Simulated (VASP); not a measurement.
# Ti2CdSb3 (P-4m2) in VASP: single point with PBE

Aim: the single point of Ti2CdSb3 with PBE.

Program: VASP 6.6.1. These are calculated values, not measurements. Logs are shortened: lines on timing, memory, paths and dates and some standing lists are left out, and cuts for length are marked.

## 1. The cell of the first run

It takes space group P-4m2 (No. 115, tetragonal). Conventional cell: a = 4.063 Å, b = 4.063 Å, c = 8.951 Å, α = 90.00°, β = 90.00°, γ = 90.00°. Within 4.1 Å of Sb (site symmetry 2mm) lie 5 Ti at 3.05 to 3.12 Å and 10 Sb at 3.55 to 4.06 Å and 2 Cd at 3.99 Å. Within 3.8 Å of Sb (site symmetry -4m2) lie 4 Cd at 2.87 Å and 4 Ti at 3.15 Å. Ti (site symmetry 2mm) has 7 Sb at 3.05 to 3.15 Å and 2 Cd at 3.15 Å and 4 Ti at 4.06 Å within 4.1 Å. Within 3.8 Å of Cd (site symmetry -4m2) lie 4 Sb at 2.87 Å and 4 Ti at 3.15 Å.

## 2. Single point, PBE

INCAR reads:

```
  ALGO = Normal
  EDIFF = 1E-6
  ENCUT = 520
  GGA = PE
  ISIF = 2
  ISMEAR = -1
  LASPH = True
  LCHARG = False
  LREAL = False
  LWAVE = False
  NBANDS = 34
  NELM = 60
  PREC = Accurate
  SIGMA = 0.1
```

KPOINTS reads:

```
k-points
0
Gamma
  8 8 4
```

POSCAR reads:

```
Ti2CdSb3
1.0
    4.0630300000      0.0000000000      0.0000000000
    0.0000000000      4.0630300000      0.0000000000
    0.0000000000      0.0000000000      8.9512370000
Sb Ti Cd
3 2 1
Direct
    0.0000000000      0.5000000000      0.3835000000
    0.5000000000      0.0000000000      0.6165000000
    0.5000000000      0.5000000000      0.0000000000
    0.0000000000      0.5000000000      0.7315000000
    0.5000000000      0.0000000000      0.2685000000
    0.0000000000      0.0000000000      0.0000000000
```

Potentials or basis: VASP PAW PBE potentials, release 64 (Sb, Ti_sv, Cd).

Command:

```bash
$ cat potpaw_PBE.64/Sb/POTCAR potpaw_PBE.64/Ti_sv/POTCAR potpaw_PBE.64/Cd/POTCAR > POTCAR
$ mpirun -np 1 vasp_std > vasp.out
```

OUTCAR:

```text
EDIFF = 1E-6
   ENCUT = 520
   GGA = PE
   ISIF = 2
   ISMEAR = -1
   LASPH = True
   LREAL = False
   NELM = 60
   PREC = Accurate

 ion  position               nearest neighbor table
   1  0.000  0.500  0.383-   5 3.05   5 3.05   5 3.05   5 3.05   4 3.12   2 3.55   2 3.55   2 3.55
                             2 3.55
   2  0.500  0.000  0.617-   4 3.05   4 3.05   4 3.05   4 3.05   5 3.12   1 3.55   1 3.55   1 3.55
                             1 3.55
   3  0.500  0.500  0.000-   6 2.87   6 2.87   6 2.87   6 2.87   5 3.15   4 3.15   4 3.15   5 3.15

   4  0.000  0.500  0.731-   2 3.05   2 3.05   2 3.05   2 3.05   1 3.12   6 3.15   6 3.15   3 3.15
                             3 3.15
   5  0.500  0.000  0.269-   1 3.05   1 3.05   1 3.05   1 3.05   2 3.12   3 3.15   6 3.15   6 3.15
                             3 3.15
   6  0.000  0.000  0.000-   3 2.87   3 2.87   3 2.87   3 2.87   4 3.15   5 3.15   5 3.15   4 3.15

  LATTYP: Found a simple tetragonal cell.
 ALAT       =     4.0630300000
 C/A-ratio  =     2.2030939964

  Lattice vectors:

 A1 = (   4.0630300000,   0.0000000000,   0.0000000000)
 A2 = (   0.0000000000,   4.0630300000,   0.0000000000)
 A3 = (   0.0000000000,   0.0000000000,   8.9512370000)

Analysis of symmetry for initial positions (statically):
=====================================================================
 Subroutine PRICEL returns:
 Original cell was already a primitive cell.

 Routine SETGRP: Setting up the symmetry group for a
 simple tetragonal supercell.

 Subroutine GETGRP returns: Found  8 space group operations
 (whereof  8 operations were pure point group operations)
 out of a pool of 16 trial point group operations.

The static configuration has the point symmetry D_2d.

Analysis of symmetry for dynamics (positions and initial velocities):
=====================================================================
 Subroutine PRICEL returns:
 Original cell was already a primitive cell.

 Routine SETGRP: Setting up the symmetry group for a
 simple tetragonal supercell.

 Subroutine GETGRP returns: Found  8 space group operations
 (whereof  8 operations were pure point group operations)
 out of a pool of 16 trial point group operations.

The dynamic configuration has the point symmetry D_2d.

 Subroutine INISYM returns: Found  8 space group operations
 (whereof  8 operations are pure point group operations),
 and found     1 'primitive' translations

----------------------------------------------------------------------------------------

                                     Primitive cell

  volume of cell :     147.7689

  direct lattice vectors                    reciprocal lattice vectors
     4.063030000  0.000000000  0.000000000     0.246121737  0.000000000  0.000000000
     0.000000000  4.063030000  0.000000000     0.000000000  0.246121737  0.000000000
     0.000000000  0.000000000  8.951237000     0.000000000  0.000000000  0.111716403

  length of vectors
     4.063030000  4.063030000  8.951237000     0.246121737  0.246121737  0.111716403

  position of ions in fractional coordinates (direct lattice)
     0.000000000  0.500000000  0.383500000
     0.500000000  0.000000000  0.616500000
     0.500000000  0.500000000  0.000000000
     0.000000000  0.500000000  0.731500000
     0.500000000  0.000000000  0.268500000
     0.000000000  0.000000000  0.000000000

  ion indices of the primitive-cell ions
   primitive index   ion index
                 1           1
                 2           2
                 3           3
                 4           4
                 5           5
                 6           6

----------------------------------------------------------------------------------------

 KPOINTS: k-points

Automatic generation of k-mesh.
 Grid dimensions read from file:
 generate k-points for:    8    8    4

 Generating k-lattice:

  Cartesian coordinates                     Fractional coordinates (reciprocal lattice)
     0.030765217  0.000000000  0.000000000     0.125000000  0.000000000  0.000000000
     0.000000000  0.030765217  0.000000000     0.000000000  0.125000000  0.000000000
     0.000000000  0.000000000  0.027929101     0.000000000  0.000000000  0.250000000

  Length of vectors
     0.030765217  0.030765217  0.027929101

  Shift w.r.t. Gamma in fractional coordinates (k-lattice)
     0.000000000  0.000000000  0.000000000

 Subroutine IBZKPT returns following result:
 ===========================================

 Found     45 irreducible k-points:

 Following reciprocal coordinates:
            Coordinates               Weight
  0.000000  0.000000  0.000000      1.000000
  0.125000  0.000000  0.000000      4.000000
  0.250000  0.000000  0.000000      4.000000
  0.375000  0.000000  0.000000      4.000000
  0.500000  0.000000  0.000000      2.000000
  0.125000  0.125000  0.000000      4.000000
[... 16 lines left out ...]
  0.375000  0.125000  0.250000     16.000000
  0.500000  0.125000  0.250000      8.000000
 [... further k-points ...]
   k-points           NKPTS =     45   k-points in BZ     NKDIM =     45   number of bands    NBANDS=     34
   number of dos      NEDOS =    301   number of ions     NIONS =      6
   total plane-waves  NPLWV =  63000
   dimension x,y,z NGX =    30 NGY =   30 NGZ =   70
   dimension x,y,z NGXF=    60 NGYF=   60 NGZF=  140
   ions per type =               3   2   1
   NGX,Y,Z   is equivalent  to a cutoff of  12.28, 12.28, 13.00 a.u.
   NGXF,Y,Z  is equivalent  to a cutoff of  24.55, 24.55, 26.00 a.u.
 SYSTEM =  unknown system
   PREC   = accura    normal or accurate (medium, high low for compatibility)
   ISTART =      0    job   : 0-new  1-cont  2-samecut
   ICHARG =      2    charge: 1-file 2-atom 10-const
   ISPIN  =      1    spin polarized calculation?
   LNONCOLLINEAR =      F non collinear calculations
   LSORBIT =      F    spin-orbit coupling
   LASPH  =      T    aspherical Exc in radial PAW
   ENCUT  =  520.0 eV  38.22 Ry    6.18 a.u.   7.55  7.55 16.64*2*pi/ulx,y,z
   NELM   =     60;   NELMIN=  2; NELMDL= -5     # of ELM steps
   EDIFF  = 0.1E-05   stopping-criterion for ELM
   LREAL  =      F    real-space projection
   EDIFFG = 0.1E-04   stopping-criterion for IOM
   NSW    =      0    number of steps for IOM
   IBRION =     -1    ionic relax: 0-MD 1-quasi-New 2-CG
   NFREE  =      0    steps in history (QN), initial steepest desc. (CG)
   ISIF   =      2    stress and relaxation
   ISYM   =      2    0-nonsym 1-usesym 2-fastsym
   POTIM  = 0.5000    time-step for ionic-motion
   TEBEG  =    0.0;   TEEND  =   0.0 temperature during run
   PSTRESS=    0.0 pullay stress
   NELECT =      51.0000    total number of electrons
   NUPDOWN=      -1.0000    fix difference up-down
   EMIN   =  10.00;   EMAX   =-10.00  energy-range for DOS
   EFERMI =   0.00;   METHOD = LEGACY
   ISMEAR =    -1;   SIGMA  =   0.10  broadening in eV -4-tet -1-fermi 0-gaus
   EFERMI_NEDOS =   21; number of points for ismear=-14 and -15
   IALGO  =     38    algorithm
   IMIX   =      4    mixing-type and parameters
     AMIX     =   0.40;   BMIX     =  1.00
     AMIX_MAG =   1.60;   BMIX_MAG =  1.00
  volume/ion in A,a.u.               =      24.63       166.20
  Fermi-wavevector in a.u.,A,eV,Ry     =   1.148340  2.170048 17.941797  1.318685
  Thomas-Fermi vector in A             =   2.285016
   LORBIT       =      0    0 simple, 1 ext, 2 COOP (PROOUT), +10 PAW based schemes
   GGA     = PE    functional components
   LHFCALC =     F    Hartree Fock is set to
   AEXX    =    0.0000 exact exchange contribution
   IVDW    =     0    specifies the selected vdW correction
   LEPSILON=     F    determine dielectric tensor
   LRPA    =     F    only Hartree local field effects (RPA)
 non-spin polarized calculation
  energy-cutoff  :      520.00
  volume of cell :      147.77
 maximum number of plane-waves:      4007
   NGX = 15   NGY = 15   NGZ = 33

 number of electron      50.9999987 magnetization

 Free energy of the ion-electron system (eV)
  ---------------------------------------------------
  ext. energy  EPLUGINS =         0.00000000
  ---------------------------------------------------
  free energy    TOTEN  =       -29.81837525 eV

  energy without entropy =      -29.65127927  energy(sigma->0) =      -29.73482726

 E-fermi :   6.5233     XC(G=0): -10.2991

 val. band max:        6.5109011065   @ k =   0.5000   0.2500   0.0000
 cond. band min:       6.5372246518   @ k =   0.3750   0.2500   0.2500
 fundamental gap:      0.0263235453
 Fermi energy:         6.5232503170

 k-point     1 :       0.0000    0.0000    0.0000
  band No.  band energies     occupation
      1     -50.8659      2.00000
      2     -50.8659      2.00000
      3     -27.1181      2.00000
      4     -27.1162      2.00000
      5     -27.1068      2.00000
      6     -27.1068      2.00000
[... 26 lines left out ...]
     33       8.3273      0.00000
     34       8.8667      0.00000

 k-point     2 :       0.1250    0.0000    0.0000
  band No.  band energies     occupation
      1     -50.8659      2.00000
      2     -50.8658      2.00000
      3     -27.1179      2.00000
      4     -27.1161      2.00000
      5     -27.1083      2.00000
      6     -27.1066      2.00000
[... 26 lines left out ...]
     33       8.7546      0.00000
     34       8.9685      0.00000

 k-point     3 :       0.2500    0.0000    0.0000
  band No.  band energies     occupation
      1     -50.8657      2.00000
      2     -50.8657      2.00000
      3     -27.1173      2.00000
      4     -27.1160      2.00000
      5     -27.1119      2.00000
      6     -27.1062      2.00000
[... 26 lines left out ...]
     33       9.0661      0.00000
     34       9.1727      0.00000
[... 704 lines left out ...]
 k-point    23 :       0.3750    0.1250    0.2500
  band No.  band energies     occupation
      1     -50.8655      2.00000
      2     -50.8655      2.00000
      3     -27.1165      2.00000
      4     -27.1159      2.00000
      5     -27.1151      2.00000
      6     -27.1072      2.00000
[... 26 lines left out ...]
     33       8.9737      0.00000
     34       9.3487      0.00000

 k-point    24 :       0.5000    0.1250    0.2500
  band No.  band energies     occupation
      1     -50.8654      2.00000
      2     -50.8654      2.00000
      3     -27.1169      2.00000
      4     -27.1161      2.00000
      5     -27.1157      2.00000
      6     -27.1081      2.00000
[... 26 lines left out ...]
     33       8.9534      0.00000
     34       9.1523      0.00000

 [... further k-points ...]

------------------------ aborting loop because EDIFF is reached ----------------------------------------

  FORCE on cell =-STRESS in cart. coord.  units (eV):
  Direction    XX          YY          ZZ          XY          YZ          ZX
  --------------------------------------------------------------------------------------
  -------------------------------------------------------------------------------------
  Total       -5.6125934     -5.6125934     -8.6313727      0.0000000      0.0000000      0.0000000
  in kB      -60.8542693    -60.8542693    -93.5852357      0.0000000      0.0000000      0.0000000
  external PRESSURE =     -71.7645914 kB  Pullay stress =       0.0000000 kB

 VOLUME and BASIS-vectors are now :
 -----------------------------------------------------------------------------
  energy-cutoff  :      520.00
  volume of cell :      147.77
      direct lattice vectors                 reciprocal lattice vectors
     4.063030000  0.000000000  0.000000000     0.246121737  0.000000000  0.000000000
     0.000000000  4.063030000  0.000000000     0.000000000  0.246121737  0.000000000
     0.000000000  0.000000000  8.951237000     0.000000000  0.000000000  0.111716403

 POSITION                                       TOTAL-FORCE (eV/Angst)
 -----------------------------------------------------------------------------------
      0.00000      2.03152      3.43280        -0.000000     -0.000000     -0.252644
      2.03152      0.00000      5.51844        -0.000000      0.000000      0.252644
      2.03152      2.03152      0.00000        -0.000000     -0.000000      0.000000
      0.00000      2.03152      6.54783         0.000000      0.000000     -0.240639
      2.03152      0.00000      2.40341        -0.000000      0.000000      0.240639
      0.00000      0.00000      0.00000        -0.000000      0.000000      0.000000
 -----------------------------------------------------------------------------------
    total drift:                                0.000000      0.000000      0.000000

  FREE ENERGIE OF THE ION-ELECTRON SYSTEM (eV)
  ---------------------------------------------------
  free  energy   TOTEN  =       -29.8183752463 eV

  energy  without entropy=      -29.6512792701  energy(sigma->0) =      -29.73482726
```

Wall time 4.2 min (1 thread of Intel Xeon Platinum 8259CL at 2.50GHz (Skylake/Cascade Lake), shared host); peak memory 0.38 GiB.

Results:

* Free energy: -29.8184 eV
* Pressure: -7.2 GPa
* Largest force: 0.253 eV/Å
* Band gap on the k mesh: zero (an odd number of electrons rules out a gap without spin polarisation)

Forces on the atoms (eV/Å):
```
Sb   0.000  0.000 -0.253
Sb   0.000  0.000  0.253
Sb   0.000  0.000  0.000
Ti   0.000  0.000 -0.241
Ti   0.000  0.000  0.241
Cd   0.000  0.000  0.000
```

Caveat: the cell stands under tension; spin-orbit coupling is left out, which moves the levels of the heavy elements.
